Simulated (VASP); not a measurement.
**Mg3NbO2: relaxation of cell and atoms with PBE**

The system is Mg3NbO2.

```
Mg Nb O
1.0
     6.40270    0.00000    0.00000
    -3.20135    5.54490    0.00000
     0.00000    0.00000    3.98631
Mg Nb O
3 1 2
Direct
  0.52219 0.47781 0.50000
  0.52219 0.04439 0.50000
  0.95561 0.47781 0.50000
  0.33333 0.66667 0.00000
  0.33333 0.66667 0.50000
  0.00000 0.00000 0.00000
```

The cell was built from a structure type or drawn by symmetry, and may not be a known phase.

```json
{
  "Program": "VASP 6.6.1",
  "Task": "relaxation of cell and atoms",
  "Functional": "PBE",
  "Potentials or basis": "VASP PAW PBE potentials, release 64 (Mg, Nb_sv, O)",
  "Cutoff": "600 eV",
  "k mesh": "6 × 6 × 10",
  "Occupations": "gaussian, width 0.1 eV",
  "Spin": "no spin polarisation",
  "Dipole correction": "no",
  "Further INCAR settings": "ALGO = Normal; EDIFF = 1e-06; IBRION = 2; EDIFFG = -0.01; NSW = 100; ISIF = 3"
}
```

```yaml
Relaxed_volume: 23.41 Å³/atom
Relaxed_cell: a = 6.346 Å, b = 6.346 Å, c = 4.027 Å, α = 90.00°, β = 90.00°, γ = 120.00°
Space_group_after_relaxing_to_0.1_Å: P-6m2 (No. 187)
Energy_gained_by_relaxing: 1.4 meV/atom
Ionic_steps: 6
Pressure_after_relaxing: 0.0 GPa
Largest_force_after_relaxing: 0.010 eV/Å
Band_gap_on_the_k_mesh: zero (an odd number of electrons rules out a gap without spin polarisation)
```

Forces in eV/Å, atoms in the order of the input:
```
Mg   0.008 -0.005  0.000
Mg   0.000  0.010  0.000
Mg  -0.008 -0.005  0.000
Nb   0.000  0.000  0.000
O    0.000  0.000  0.000
O    0.000  0.000  0.000
```

The path:
```tsv
step	energy change (eV)	largest force (eV/Å)	pressure (GPa)	volume (Å³)
1	0.0000	0.0679	0.16	141.52
2	-0.0057	0.0717	-0.33	142.00
3	-0.0058	0.0725	-0.40	142.09
4	-0.0083	0.0088	-0.14	141.02
5	-0.0085	0.0344	-0.06	140.71
6	-0.0087	0.0096	-0.01	140.46
```

Final structure:
```
Mg Nb O
1.0
     6.34614    0.00000    0.00000
    -3.17307    5.49591    0.00000
     0.00000    0.00000    4.02730
Mg Nb O
3 1 2
Direct
  0.52141 0.47859 0.50000
  0.52141 0.04282 0.50000
  0.95718 0.47859 0.50000
  0.33333 0.66667 0.00000
  0.33333 0.66667 0.50000
  0.00000 0.00000 0.00000
```

Levels at points of the mesh, in eV from the Fermi level:
| k point | band 11 | band 12 | band 13 | band 14 | band 15 | band 16 | band 17 | band 18 | band 19 |
| --- | --- | --- | --- | --- | --- | --- | --- | --- | --- |
| (0.00, 0.00, 0.00) | -1.55 | -1.55 | -0.40 | -0.40 | -0.28 | -0.15 | -0.15 | 0.17 | 2.00 |
| (0.50, 0.00, 0.00) | -2.13 | -1.27 | -0.57 | -0.42 | -0.42 | -0.39 | -0.13 | 0.00 | 1.55 |
| (0.00, 0.00, 0.50) | -1.65 | -1.03 | -1.03 | -0.56 | 0.21 | 0.21 | 1.59 | 1.59 | 2.13 |
| (0.50, 0.00, 0.50) | -1.74 | -1.11 | -0.91 | -0.47 | 0.07 | 0.12 | 1.08 | 1.13 | 1.33 |

It took 7.9 min on 1 thread of Intel(R) Xeon(R) 6975P-C (Granite Rapids) (shared host), peak memory 0.41 GiB.

Caveat: an odd number of electrons without spin polarisation forces a metal; a magnetic or distorted state may lie lower.
